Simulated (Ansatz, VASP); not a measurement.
## Sb: VASP beside Ansatz

The input INCAR:

```
SYSTEM = Sb
PREC = Accurate
ENCUT = 520
EDIFF = 1E-6
ISMEAR = 0
SIGMA = 0.1
LREAL = .False.
LASPH = .True.
NELM = 80
ALGO = Normal
ISIF = 2
LWAVE = .False.
LCHARG = .False.
GGA = PE
NBANDS = 8
```

The input KPOINTS:

```
Automatic mesh
0
Gamma
  14 14 14
  0 0 0
```

Contents of POSCAR:

```
Sb
1.0
    3.1714661809      0.0000000000      0.0000000000
    0.0000000000      3.1714661809      0.0000000000
    0.0000000000      0.0000000000      3.1714661809
Sb
1
Direct
    0.0000000000      0.0000000000      0.0000000000
```

Input for Ansatz:

```yaml
crystal:
  lattice:
    - [3.1714661809, 0.0, 0.0]
    - [0.0, 3.1714661809, 0.0]
    - [0.0, 0.0, 3.1714661809]
  atoms:
    - { symbol: Sb, position: [0.0, 0.0, 0.0] }
basis:
  ecutwfc: 420
kpoints:
  mp_grid: { grid: [14, 14, 14] }
hamiltonian:
  xc: pbe
scf:
  occupations: { method: gaussian, width: 0.1 }
output:
  forces: true
  stress: true
  eigenvalues: true
```

Alike in both runs: task single point; functional PBE; k mesh 14 × 14 × 14; occupations gaussian, width 0.1 eV; no spin polarisation.

|  | VASP | Ansatz |
| --- | --- | --- |
| version | VASP 6.6.1 | Ansatz 0.2.0 |
| potentials or method | VASP PAW PBE potentials, release 64 (Sb), cutoff 520 eV | scalar-relativistic, plane waves, PAW |
| valence electrons in the cell | 5 | 15 |

```csv
,VASP,Ansatz,Ansatz less VASP
gap on the k mesh at the Fermi level (eV),none,none,-
pressure (GPa),-2.8,-2.8,+0.05
```

A gap of «none» marks a metal or a gap that the smearing closes. With one functional, cell and mesh, what is left measures potentials, basis and numerics. VASP's potentials hold 5 valence electrons a cell and Ansatz's 15, so a difference there can come from the potentials and not from the codes.

Spin-orbit coupling is off throughout.
